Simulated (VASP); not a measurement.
# BN (P6_3/mmc) in VASP: settings compared

BN is run at these levels: BLYP+D4, revPBE+D3(BJ); tasks: single point.

Everything below comes from runs of VASP 6.6.1. Logs are shortened: lines on timing, memory, paths and dates and some standing lists are left out, and cuts for length are marked.

## Step 1: The cell of the first run

It takes space group P6_3/mmc (No. 194, hexagonal). Conventional cell: a = 2.507 Å, b = 2.507 Å, c = 6.344 Å, α = 90.00°, β = 90.00°, γ = 120.00°. Within 1.9 Å of N (site symmetry -6m2) lie 3 B at 1.45 Å. B (site symmetry -6m2) has 3 N at 1.45 Å within 1.9 Å.

## Step 2: Single point, BLYP+D4

INCAR reads:

```
AGGAC = 1.0 ; AGGAX = 1.0
ALDAC = 0.0 ; ALDAX = 1.0
ALGO = Normal ; EDIFF = 1E-7
ENCUT = 520 ; GGA = B5
ISIF = 2 ; ISMEAR = -1
IVDW = 13 ; LASPH = True
LCHARG = True ; LELF = True
LREAL = False ; LVHAR = True
LWAVE = False ; NBANDS = 16
NELM = 60 ; PREC = Accurate
SIGMA = 0.05 ; VDW_A1 = 0.44488865
VDW_A2 = 4.0933009 ; VDW_S6 = 1.0
VDW_S8 = 2.34076671
```

KPOINTS reads:

```
k-points
0
Gamma
  12 12 4
```

POSCAR reads:

```
BN
1.0
    2.5070767422      0.0000000000      0.0000000000
   -1.2535383711      2.1711921480      0.0000000000
    0.0000000000      0.0000000000      6.3442091756
N B
2 2
Direct
    0.6666666667      0.3333333333      0.2500000000
    0.3333333333      0.6666666667      0.7500000000
    0.6666666667      0.3333333333      0.7500000000
    0.3333333333      0.6666666667      0.2500000000
```

Potentials or basis: VASP PAW PBE potentials, release 64 (N, B).

Run with:

```console
$ cat potpaw_PBE.64/N/POTCAR potpaw_PBE.64/B/POTCAR > POTCAR
$ mpirun -np 1 vasp_std > vasp.out
```

OUTCAR:

```text
EDIFF = 1E-7
   ENCUT = 520
   GGA = B5
   ISIF = 2
   ISMEAR = -1
   IVDW = 13
   LASPH = True
   LREAL = False
   NELM = 60
   PREC = Accurate

 ion  position               nearest neighbor table
   1  0.667  0.333  0.250-   4 1.45   4 1.45   4 1.45
   2  0.333  0.667  0.750-   3 1.45   3 1.45   3 1.45
   3  0.667  0.333  0.750-   2 1.45   2 1.45   2 1.45
   4  0.333  0.667  0.250-   1 1.45   1 1.45   1 1.45

  LATTYP: Found a hexagonal cell.
 ALAT       =     2.5070767422
 C/A-ratio  =     2.5305205337

  Lattice vectors:

 A1 = (   2.5070767422,   0.0000000000,   0.0000000000)
 A2 = (  -1.2535383711,   2.1711921480,   0.0000000000)
 A3 = (   0.0000000000,   0.0000000000,   6.3442091756)

Analysis of symmetry for initial positions (statically):
=====================================================================
 Subroutine PRICEL returns:
 Original cell was already a primitive cell.

 Routine SETGRP: Setting up the symmetry group for a
 hexagonal supercell.

 Subroutine GETGRP returns: Found 24 space group operations
 (whereof 12 operations were pure point group operations)
 out of a pool of 24 trial point group operations.

The static configuration has the point symmetry D_3d.
 The point group associated with its full space group is D_6h.

Analysis of symmetry for dynamics (positions and initial velocities):
=====================================================================
 Subroutine PRICEL returns:
 Original cell was already a primitive cell.

 Routine SETGRP: Setting up the symmetry group for a
 hexagonal supercell.

 Subroutine GETGRP returns: Found 24 space group operations
 (whereof 12 operations were pure point group operations)
 out of a pool of 24 trial point group operations.

The dynamic configuration has the point symmetry D_3d.
 The point group associated with its full space group is D_6h.

 Subroutine INISYM returns: Found 24 space group operations
 (whereof 12 operations are pure point group operations),
 and found     1 'primitive' translations

----------------------------------------------------------------------------------------

                                     Primitive cell

  volume of cell :      34.5337

  direct lattice vectors                    reciprocal lattice vectors
     2.507076742  0.000000000  0.000000000     0.398870917  0.230288231  0.000000000
    -1.253538371  2.171192148  0.000000000     0.000000000  0.460576463  0.000000000
     0.000000000  0.000000000  6.344209176     0.000000000  0.000000000  0.157624059

  length of vectors
     2.507076742  2.507076742  6.344209176     0.460576463  0.460576463  0.157624059

  position of ions in fractional coordinates (direct lattice)
     0.666666667  0.333333333  0.250000000
     0.333333333  0.666666667  0.750000000
     0.666666667  0.333333333  0.750000000
     0.333333333  0.666666667  0.250000000

  ion indices of the primitive-cell ions
   primitive index   ion index
                 1           1
                 2           2
                 3           3
                 4           4

----------------------------------------------------------------------------------------

 KPOINTS: k-points

Automatic generation of k-mesh.
 Grid dimensions read from file:
 generate k-points for:   12   12    4

 Generating k-lattice:

  Cartesian coordinates                     Fractional coordinates (reciprocal lattice)
     0.033239243  0.019190686  0.000000000     0.083333333  0.000000000  0.000000000
     0.000000000  0.038381372  0.000000000     0.000000000  0.083333333  0.000000000
     0.000000000  0.000000000  0.039406015     0.000000000  0.000000000  0.250000000

  Length of vectors
     0.038381372  0.038381372  0.039406015

  Shift w.r.t. Gamma in fractional coordinates (k-lattice)
     0.000000000  0.000000000  0.000000000

 Subroutine IBZKPT returns following result:
 ===========================================

 Found     57 irreducible k-points:

 Following reciprocal coordinates:
            Coordinates               Weight
  0.000000  0.000000  0.000000      1.000000
  0.083333  0.000000  0.000000      6.000000
  0.166667  0.000000  0.000000      6.000000
  0.250000  0.000000  0.000000      6.000000
  0.333333  0.000000  0.000000      6.000000
  0.416667  0.000000  0.000000      6.000000
[... 16 lines left out ...]
  0.250000  0.000000  0.250000     12.000000
  0.333333  0.000000  0.250000     12.000000
 [... further k-points ...]
   k-points           NKPTS =     57   k-points in BZ     NKDIM =     57   number of bands    NBANDS=     16
   number of dos      NEDOS =    301   number of ions     NIONS =      4
   total plane-waves  NPLWV =  19200
   dimension x,y,z NGX =    20 NGY =   20 NGZ =   48
   dimension x,y,z NGXF=    40 NGYF=   40 NGZF=   96
   ions per type =               2   2
   NGX,Y,Z   is equivalent  to a cutoff of  13.26, 13.26, 12.58 a.u.
   NGXF,Y,Z  is equivalent  to a cutoff of  26.52, 26.52, 25.16 a.u.
 SYSTEM =  unknown system
   PREC   = accura    normal or accurate (medium, high low for compatibility)
   ISTART =      0    job   : 0-new  1-cont  2-samecut
   ICHARG =      2    charge: 1-file 2-atom 10-const
   ISPIN  =      1    spin polarized calculation?
   LNONCOLLINEAR =      F non collinear calculations
   LSORBIT =      F    spin-orbit coupling
   LASPH  =      T    aspherical Exc in radial PAW
   ENCUT  =  520.0 eV  38.22 Ry    6.18 a.u.   4.66  4.66 11.80*2*pi/ulx,y,z
   NELM   =     60;   NELMIN=  2; NELMDL= -5     # of ELM steps
   EDIFF  = 0.1E-06   stopping-criterion for ELM
   LREAL  =      F    real-space projection
   EDIFFG = 0.1E-05   stopping-criterion for IOM
   NSW    =      0    number of steps for IOM
   IBRION =     -1    ionic relax: 0-MD 1-quasi-New 2-CG
   NFREE  =      0    steps in history (QN), initial steepest desc. (CG)
   ISIF   =      2    stress and relaxation
   ISYM   =      2    0-nonsym 1-usesym 2-fastsym
   POTIM  = 0.5000    time-step for ionic-motion
   TEBEG  =    0.0;   TEEND  =   0.0 temperature during run
   PSTRESS=    0.0 pullay stress
   NELECT =      16.0000    total number of electrons
   NUPDOWN=      -1.0000    fix difference up-down
   EMIN   =  10.00;   EMAX   =-10.00  energy-range for DOS
   EFERMI =   0.00;   METHOD = LEGACY
   ISMEAR =    -1;   SIGMA  =   0.05  broadening in eV -4-tet -1-fermi 0-gaus
   EFERMI_NEDOS =   21; number of points for ismear=-14 and -15
   IALGO  =     38    algorithm
   IMIX   =      4    mixing-type and parameters
     AMIX     =   0.40;   BMIX     =  1.00
     AMIX_MAG =   1.60;   BMIX_MAG =  1.00
  volume/ion in A,a.u.               =       8.63        58.26
  Fermi-wavevector in a.u.,A,eV,Ry     =   1.266778  2.393862 21.833615  1.604725
  Thomas-Fermi vector in A             =   2.399960
   LORBIT       =      0    0 simple, 1 ext, 2 COOP (PROOUT), +10 PAW based schemes
   GGA     = B5    functional components
   LHFCALC =     F    Hartree Fock is set to
   AEXX    =    0.0000 exact exchange contribution
   IVDW    =    13    specifies the selected vdW correction
   LEPSILON=     F    determine dielectric tensor
   LRPA    =     F    only Hartree local field effects (RPA)
 non-spin polarized calculation
  energy-cutoff  :      520.00
  volume of cell :       34.53
 maximum number of plane-waves:       943
 NGX is ok and might be reduce to    20
   NGX =  9   NGY =  9   NGZ = 23

 number of electron      15.9999997 magnetization

 Free energy of the ion-electron system (eV)
  ---------------------------------------------------
  ext. energy  EPLUGINS =         0.00000000
  ---------------------------------------------------
  free energy    TOTEN  =       -33.57953379 eV

  energy without entropy =      -33.57953379  energy(sigma->0) =      -33.57953379

 E-fermi :   4.1235     XC(G=0):  -9.8510

 val. band max:        3.0493537596   @ k =   0.3333   0.2500   0.0000
 cond. band min:       7.3021433282   @ k =   0.5000   0.0000   0.0000
 fundamental gap:      4.2527895686
 Fermi energy:         4.1234961859

 k-point     1 :       0.0000    0.0000    0.0000
  band No.  band energies     occupation
      1     -14.7451      2.00000
      2     -14.3335      2.00000
      3      -3.3448      2.00000
      4      -0.7291      2.00000
      5       1.5661      2.00000
      6       1.5661      2.00000
[... 8 lines left out ...]
     15      15.4966      0.00000
     16      15.9851      0.00000

 k-point     2 :       0.0833    0.0000    0.0000
  band No.  band energies     occupation
      1     -14.6101      2.00000
      2     -14.2045      2.00000
      3      -3.1588      2.00000
      4      -0.5658      2.00000
      5       1.0238      2.00000
      6       1.0798      2.00000
[... 8 lines left out ...]
     15      15.4685      0.00000
     16      15.9499      0.00000

 k-point     3 :       0.1667    0.0000    0.0000
  band No.  band energies     occupation
      1     -14.2120      2.00000
      2     -13.8254      2.00000
      3      -2.6076      2.00000
      4      -0.3579      2.00000
      5      -0.2889      2.00000
      6      -0.0869      2.00000
[... 8 lines left out ...]
     15      16.8940      0.00000
     16      17.0349      0.00000

 k-point     4 :       0.2500    0.0000    0.0000
  band No.  band energies     occupation
      1     -13.5775      2.00000
      2     -13.2247      2.00000
      3      -2.1204      2.00000
      4      -2.0231      2.00000
      5      -1.7158      2.00000
      6      -0.0274      2.00000
[... 8 lines left out ...]
     15      18.9722      0.00000
     16      19.1250      0.00000
[... 324 lines left out ...]
 k-point    22 :       0.1667    0.0000    0.2500
  band No.  band energies     occupation
      1     -14.1591      2.00000
      2     -13.8860      2.00000
      3      -2.3070      2.00000
      4      -0.6058      2.00000
      5      -0.3390      2.00000
      6      -0.2375      2.00000
[... 8 lines left out ...]
     15      16.7552      0.00000
     16      16.8691      0.00000

 k-point    23 :       0.2500    0.0000    0.2500
  band No.  band energies     occupation
      1     -13.5289      2.00000
      2     -13.2797      2.00000
      3      -2.1315      2.00000
      4      -2.0474      2.00000
      5      -1.3948      2.00000
      6      -0.0150      2.00000
[... 8 lines left out ...]
     15      18.9920      0.00000
     16      19.1000      0.00000

 k-point    24 :       0.3333    0.0000    0.2500
  band No.  band energies     occupation
      1     -12.7311      2.00000
      2     -12.5209      2.00000
      3      -3.8661      2.00000
      4      -3.7786      2.00000
      5      -0.6328      2.00000
      6      -0.5675      2.00000
[... 8 lines left out ...]
     15      20.0805      0.00000
     16      21.4769      0.00000

 [... further k-points ...]

------------------------ aborting loop because EDIFF is reached ----------------------------------------

  DFT-D4 for vdW energy calculation

  Edisp (eV):   -1.27294

  FORCE on cell =-STRESS in cart. coord.  units (eV):
  Direction    XX          YY          ZZ          XY          YZ          ZX
  --------------------------------------------------------------------------------------
  -------------------------------------------------------------------------------------
  Total      -0.04445    -0.04445    -0.02927     0.00000     0.00000     0.00000
  in kB      -2.06212    -2.06212    -1.35813     0.00000     0.00000     0.00000
  external pressure =       -1.83 kB  Pullay stress =        0.00 kB

 VOLUME and BASIS-vectors are now :
 -----------------------------------------------------------------------------
  energy-cutoff  :      520.00
  volume of cell :       34.53
      direct lattice vectors                 reciprocal lattice vectors
     2.507076742  0.000000000  0.000000000     0.398870917  0.230288231  0.000000000
    -1.253538371  2.171192148  0.000000000     0.000000000  0.460576463  0.000000000
     0.000000000  0.000000000  6.344209176     0.000000000  0.000000000  0.157624059

 POSITION                                       TOTAL-FORCE (eV/Angst)
 -----------------------------------------------------------------------------------
      1.25354      0.72373      1.58605         0.000000      0.000000     -0.000000
     -0.00000      1.44746      4.75816         0.000000     -0.000000     -0.000000
      1.25354      0.72373      4.75816        -0.000000      0.000000      0.000000
     -0.00000      1.44746      1.58605         0.000000     -0.000000      0.000000
 -----------------------------------------------------------------------------------
    total drift:                               -0.000000      0.000000      0.000000

  FREE ENERGIE OF THE ION-ELECTRON SYSTEM (eV)
  ---------------------------------------------------
  free  energy   TOTEN  =       -34.8524737986 eV

  energy  without entropy=      -34.8524737986  energy(sigma->0) =      -34.85247380
```

Run time: 18 s. Hardware: 1 thread of Intel Xeon 6975P-C (Granite Rapids), shared host; peak memory 0.15 GiB.

Results:

```
Free energy                : -34.8525 eV
Pressure                   : -0.2 GPa
Band gap on the k mesh     : 4.25 eV, indirect (least direct gap 4.61 eV)
Dispersion energy per atom : -0.318 eV
```

Caveat: the PAW data sets were made with another functional, which shifts forces and pressure a little. A k mesh can miss the band edges.

## Step 3: Single point, revPBE+D3(BJ)

This run uses another cell than the first one, of 8.55 Å³/atom, 0.991 times its volume.

INCAR reads:

```
  ALGO = Normal
  EDIFF = 1E-6
  ENCUT = 520
  GGA = RE
  ISIF = 2
  ISMEAR = -1
  IVDW = 12
  LASPH = T
  LCHARG = F
  LREAL = F
  LWAVE = F
  NBANDS = 16
  NELM = 80
  PREC = Accurate
  SIGMA = 0.05
```

KPOINTS is that of step 2.

POSCAR reads:

```
BN
1.0
    2.5085067039      0.0000000000      0.0000000000
   -1.2542533520      2.1724305312      0.0000000000
    0.0000000000      0.0000000000      6.2788990859
N B
2 2
Direct
    0.6666666667      0.3333333333      0.2500000000
    0.3333333333      0.6666666667      0.7500000000
    0.6666666667      0.3333333333      0.7500000000
    0.3333333333      0.6666666667      0.2500000000
```

Potentials or basis: VASP PAW PBE potentials, release 64 (N, B).

Run with:

```console
$ cat potpaw_PBE.64/N/POTCAR potpaw_PBE.64/B/POTCAR > POTCAR
$ mpirun -np 1 vasp_std > vasp.out
```

Run time: 11 s. Hardware: 1 thread of Intel Xeon 6975P-C (Granite Rapids), shared host; peak memory 0.17 GiB.

It converged, with:

```
Free energy                : -35.0714 eV
Pressure                   : 0.1 GPa
Band gap on the k mesh     : 4.22 eV, indirect (least direct gap 4.57 eV)
Dispersion energy per atom : -0.303 eV
```

Stress tensor (GPa, compression positive):
```
 0.18  0.00  0.00
 0.00  0.18  0.00
 0.00  0.00 -0.16
```

Levels at points of the mesh, in eV from the valence-band top:
| k point | band 6 | band 7 | band 8 | band 9 | band 10 | band 11 |
| --- | --- | --- | --- | --- | --- | --- |
| (0.00, 0.00, 0.00) | -1.38 | -1.32 | -1.32 | 5.76 | 11.01 | 11.45 |
| (0.50, 0.00, 0.00) | -4.09 | -1.68 | -0.35 | 4.22 | 5.90 | 9.53 |
| (0.00, 0.00, 0.50) | -1.35 | -1.35 | -1.35 | 8.39 | 8.39 | 11.54 |
| (0.50, 0.00, 0.50) | -4.14 | -0.97 | -0.97 | 4.73 | 4.73 | 9.86 |

Caveat: the PAW data sets were made with another functional, which shifts forces and pressure a little.
